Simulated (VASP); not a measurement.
A run of VASP 6.6.1 is set up as follows.

INCAR

```
SYSTEM = Mn
ALGO = Normal ; EDIFF = 1E-6
ENCUT = 520 ; GGA = PE
ISIF = 2 ; ISMEAR = 0
ISPIN = 2 ; LASPH = .True.
LCHARG = .True. ; LELF = .True.
LMAXMIX = 4 ; LORBIT = 11
LREAL = .False. ; LVHAR = .True.
LWAVE = .False. ; MAGMOM = 4.3 4.3
NBANDS = 24 ; NELM = 150
PREC = Accurate ; SIGMA = 0.1
```

KPOINTS

```
k-points
0
Gamma
  18 18 8
  0 0 0
```

The input POSCAR:

```
Mn
1.0
    2.9775700313      0.0000000000      0.0000000000
   -1.4887850157      2.5786512887      0.0000000000
    0.0000000000      0.0000000000      5.2056861815
Mn
2
Direct
    0.3333333333      0.6666666667      0.2500000000
    0.6666666667      0.3333333333      0.7500000000
```

Potentials or basis: VASP PAW PBE potentials, release 64 (Mn_pv).

Run with:

```bash
$ cat potpaw_PBE.64/Mn_pv/POTCAR > POTCAR
$ mpirun -np 1 vasp_std > vasp.out
```

(1) What does it give for the pressure?

(2) Estimate the net moment.

Results:

(1) -14.5 GPa.

(2) 7.85 μB per cell.

Caveat: the cell differs from its parent crystal (Zn replaced by Mn, lengths x 1.084, strained).
